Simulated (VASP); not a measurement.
Here is a VASP 6.6.1 calculation.

The input INCAR:

```
SYSTEM = Li
PREC = Accurate ; ENCUT = 520
EDIFF = 1E-6 ; ISMEAR = 1
SIGMA = 0.1 ; LREAL = .False.
LASPH = .True. ; NELM = 80
ALGO = Normal ; ISIF = 2
LWAVE = .False. ; LCHARG = .False.
GGA = PE ; NBANDS = 8
```

File KPOINTS:

```
regular mesh
0
Gamma
  22 22 22
  0 0 0
```

The input POSCAR:

```
Li
1.0
   -1.7161627216      1.7161627216      1.7161627216
    1.7161627216     -1.7161627216      1.7161627216
    1.7161627216      1.7161627216     -1.7161627216
Li
1
Direct
    0.0000000000      0.0000000000      0.0000000000
```

Potentials or basis: VASP PAW PBE potentials, release 64 (Li_sv).

Launch:

```console
$ cat potpaw_PBE.64/Li_sv/POTCAR > POTCAR
$ mpirun -np 1 vasp_std > vasp.out
```

Q: Predict the band gap on the k mesh.

A: Zero (an odd number of electrons rules out a gap without spin polarisation).
